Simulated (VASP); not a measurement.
# Pd (C2/c) in VASP: single point with LDA

Aim: the single point of Pd with LDA.

Program: VASP 6.6.1. These are calculated values, not measurements. Logs are shortened: lines on timing, memory, paths and dates and some standing lists are left out, and cuts for length are marked.

**1. The cell of the first run**

Symmetry: C2/c, No. 15, monoclinic system. The conventional cell has a = 2.647 Å, b = 9.240 Å, c = 2.691 Å, α = 90.00°, β = 119.25°, γ = 90.00°. Pd (site symmetry 2) has 14 Pd at 2.65 to 3.27 Å within 3.5 Å.

**2. Single point, LDA, collinear spin**

INCAR reads:

```
  PREC = Accurate
  ENCUT = 520
  EDIFF = 1E-6
  ISMEAR = -1
  SIGMA = 0.05
  LREAL = False
  LASPH = True
  NELM = 150
  ALGO = Normal
  ISIF = 2
  LWAVE = False
  LCHARG = False
  ISPIN = 2
  MAGMOM = 0.5 0.5
  LORBIT = 11
  LMAXMIX = 4
  GGA = CA
  ISYM = 0
  NBANDS = 21
```

KPOINTS reads:

```
Automatic mesh
0
Gamma
  13 13 9
```

POSCAR reads:

```
Pd
1.0
   -3.2683633404      3.2655290289      1.3235339028
    3.2655290289     -3.2683633404      1.3235339028
    1.6616487507      1.6616487507     -1.3287249495
Pd
2
Direct
    0.9999420576      0.0000579424      1.0000000000
    0.7500579424      0.2499420576      0.5000000000
```

Potentials or basis: VASP PAW LDA potentials, release 64 (Pd).

Command:

```bash
$ cat potpaw_LDA.64/Pd/POTCAR > POTCAR
$ mpirun -np 1 vasp_std > vasp.out
```

OUTCAR:

```text
PREC = Accurate
   ENCUT = 520
   EDIFF = 1E-6
   ISMEAR = -1
   LREAL = False
   LASPH = True
   NELM = 150
   ISIF = 2
   ISPIN = 2
   LORBIT = 11
   GGA = CA
   ISYM = 0

 ion  position               nearest neighbor table
   1  1.000  0.000  0.000-   2 2.67   2 2.67   2 2.67   2 2.67   2 3.26   2 3.26   2 3.27   2 3.27

   2  0.750  0.250  0.500-   1 2.67   1 2.67   1 2.67   1 2.67   1 3.26   1 3.26   1 3.27   1 3.27

IMPORTANT INFORMATION: All symmetrisations will be switched off!
NOSYMM: (Re-)initialisation of all symmetry stuff for point group C_1.

----------------------------------------------------------------------------------------

                                     Primitive cell

  volume of cell :      28.7147

  direct lattice vectors                    reciprocal lattice vectors
    -3.268363340  3.265529029  1.323533903     0.074648440  0.227696569  0.378100228
     3.265529029 -3.268363340  1.323533903     0.227696569  0.074648440  0.378100228
     1.661648751  1.661648751 -1.328724949     0.301163811  0.301163811  0.000644934

  length of vectors
     4.805998414  4.805998414  2.699567212     0.447635900  0.447635900  0.425910434

  position of ions in fractional coordinates (direct lattice)
     0.999942058  0.000057942  1.000000000
     0.750057942  0.249942058  0.500000000

  ion indices of the primitive-cell ions
   primitive index   ion index
                 1           1
                 2           2

----------------------------------------------------------------------------------------

 KPOINTS: Automatic mesh

Automatic generation of k-mesh.
 Grid dimensions read from file:
 generate k-points for:   13   13    9

 Generating k-lattice:

  Cartesian coordinates                     Fractional coordinates (reciprocal lattice)
     0.005742188  0.017515121  0.029084633     0.076923077  0.000000000  0.000000000
     0.017515121  0.005742188  0.029084633     0.000000000  0.076923077  0.000000000
     0.033462646  0.033462646  0.000071659     0.000000000  0.000000000  0.111111111

  Length of vectors
     0.034433531  0.034433531  0.047323382

  Shift w.r.t. Gamma in fractional coordinates (k-lattice)
     0.000000000  0.000000000  0.000000000

 Subroutine IBZKPT returns following result:
 ===========================================
[... 64 lines left out ...]
   EFERMI_NEDOS =   21; number of points for ismear=-14 and -15
   IALGO  =     38    algorithm
   IMIX   =      4    mixing-type and parameters
     AMIX     =   0.40;   BMIX     =  1.00
     AMIX_MAG =   1.60;   BMIX_MAG =  1.00
  volume/ion in A,a.u.               =      14.36        96.89
  Fermi-wavevector in a.u.,A,eV,Ry     =   1.451165  2.742304 28.652228  2.105879
  Thomas-Fermi vector in A             =   2.568693
   LORBIT       =     11    0 simple, 1 ext, 2 COOP (PROOUT), +10 PAW based schemes
   GGA     = CA    functional components
   LHFCALC =     F    Hartree Fock is set to
   AEXX    =    0.0000 exact exchange contribution
   IVDW    =     0    specifies the selected vdW correction
   LEPSILON=     F    determine dielectric tensor
   LRPA    =     F    only Hartree local field effects (RPA)
 spin polarized calculation
  energy-cutoff  :      520.00
  volume of cell :       28.71
 maximum number of plane-waves:       792
   NGX = 17   NGY = 17   NGZ =  9

 number of electron      20.0000002 magnetization       0.0023417

 Free energy of the ion-electron system (eV)
  ---------------------------------------------------
  ext. energy  EPLUGINS =         0.00000000
  ---------------------------------------------------
  free energy    TOTEN  =       -12.84843339 eV

  energy without entropy =      -12.81831474  energy(sigma->0) =      -12.83337407

 E-fermi :  10.0759     XC(G=0): -13.6715

 val. band max:       10.0733305081   @ k =   0.4615   0.3077   0.1111
 cond. band min:      10.0762384087   @ k =  -0.3846   0.4615   0.0000
 fundamental gap:      0.0029079006
 Fermi energy:        10.0758560488

 spin component 1

 k-point     1 :       0.0000    0.0000    0.0000
  band No.  band energies     occupation
      1       2.6283      1.00000
      2       4.5102      1.00000
      3       6.3397      1.00000
      4       6.9446      1.00000
      5       7.4688      1.00000
      6       7.4857      1.00000
[... 565 lines left out ...]
     20      32.9560      0.00000
     21      34.0385      0.00000

 [... further k-points ...]

 spin component 2

 k-point     1 :       0.0000    0.0000    0.0000
  band No.  band energies     occupation
      1       2.6285      1.00000
      2       4.5107      1.00000
      3       6.3403      1.00000
      4       6.9452      1.00000
      5       7.4695      1.00000
      6       7.4864      1.00000
[... 565 lines left out ...]
     20      32.9564      0.00000
     21      34.0388      0.00000

 [... further k-points ...]

------------------------ aborting loop because EDIFF is reached ----------------------------------------

  FORCE on cell =-STRESS in cart. coord.  units (eV):
  Direction    XX          YY          ZZ          XY          YZ          ZX
  --------------------------------------------------------------------------------------
  -------------------------------------------------------------------------------------
  Total        0.0422471      0.0422485      0.0470902      0.0187299      0.0004193      0.0004182
  in kB        2.3572389      2.3573144      2.6274636      1.0450593      0.0233941      0.0233365
  external PRESSURE =       2.4473390 kB  Pullay stress =       0.0000000 kB

 VOLUME and BASIS-vectors are now :
 -----------------------------------------------------------------------------
  energy-cutoff  :      520.00
  volume of cell :       28.71
      direct lattice vectors                 reciprocal lattice vectors
    -3.268363340  3.265529029  1.323533903     0.074648440  0.227696569  0.378100228
     3.265529029 -3.268363340  1.323533903     0.227696569  0.074648440  0.378100228
     1.661648751  1.661648751 -1.328724949     0.301163811  0.301163811  0.000644934

 POSITION                                       TOTAL-FORCE (eV/Angst)
 -----------------------------------------------------------------------------------
     -3.26798      3.26515      1.32353         0.000033     -0.000034     -0.000000
     -0.80444      2.46326      0.65917        -0.000033      0.000034      0.000000
 -----------------------------------------------------------------------------------
    total drift:                               -0.000006      0.000006      0.000000

  FREE ENERGIE OF THE ION-ELECTRON SYSTEM (eV)
  ---------------------------------------------------
  free  energy   TOTEN  =       -12.8484333931 eV

  energy  without entropy=      -12.8183147389  energy(sigma->0) =      -12.83337407

 total charge

# of ion       s       p       d       tot
------------------------------------------
    1        0.513   0.518   8.493   9.523
    2        0.513   0.518   8.492   9.523
--------------------------------------------------
tot          1.026   1.035  16.985  19.046

 magnetization (x)

# of ion       s       p       d       tot
------------------------------------------
    1       -0.000  -0.000   0.001   0.001
    2        0.000  -0.000   0.001   0.001
--------------------------------------------------
tot         -0.000  -0.000   0.001   0.001
```

OSZICAR:

```text
N       E                     dE             d eps       ncg     rms          rms(c)
DAV:   1     0.116005018692E+03    0.11601E+03   -0.93272E+03 63924   0.897E+02
DAV:   2    -0.106669036635E+02   -0.12667E+03   -0.11836E+03 71339   0.232E+02
DAV:   3    -0.134699994958E+02   -0.28031E+01   -0.27788E+01 76653   0.368E+01
DAV:   4    -0.134893367182E+02   -0.19337E-01   -0.19333E-01 76540   0.310E+00
DAV:   5    -0.134896323486E+02   -0.29563E-03   -0.29563E-03 81833   0.391E-01    0.127E+01
DAV:   6    -0.128861354227E+02    0.60350E+00   -0.97781E-01 78609   0.959E+00    0.605E+00
DAV:   7    -0.128566939661E+02    0.29441E-01   -0.20224E-02 87900   0.111E+00    0.284E+00
DAV:   8    -0.128486326466E+02    0.80613E-02   -0.27714E-03 78728   0.402E-01    0.788E-01
DAV:   9    -0.128484253316E+02    0.20731E-03   -0.14201E-04 84882   0.106E-01    0.606E-02
DAV:  10    -0.128484285764E+02   -0.32447E-05   -0.89888E-06 80113   0.233E-02    0.235E-02
DAV:  11    -0.128484335427E+02   -0.49664E-05   -0.74071E-06 66159   0.206E-02    0.165E-02
DAV:  12    -0.128484333931E+02    0.14968E-06   -0.89555E-06 65970   0.227E-02
   1 F= -.12848433E+02 E0= -.12833374E+02  d E =-.301187E-01  mag=     0.0005
```

It took 6.4 min on 1 thread of Intel Xeon 6975P-C (Granite Rapids), shared host; peak memory 0.66 GiB.

Results:

* Free energy: -12.8484 eV
* Pressure: 0.2 GPa
* Band gap on the k mesh: zero (filled and empty bands overlap)
* Net moment: 0.00 μB per cell
* Valence electrons inside the program's atomic spheres: Pd 9.52

Levels at points of the mesh, in eV from the Fermi level:
Spin up:
```
           k point  band 6  band 7  band 8  band 9  band 10  band 11  band 12  band 13  band 14  band 15
(0.00, 0.00, 0.00)   -2.59   -2.49   -1.98   -0.89    -0.85    -0.01     0.42     6.73    17.30    18.25
```
Spin down:
```csv
k point,band 7,band 8,band 9,band 10,band 11,band 12,band 13,band 14
"(0.00, 0.00, 0.00)",-2.49,-1.98,-0.89,-0.85,-0.01,0.42,6.73,17.30
```
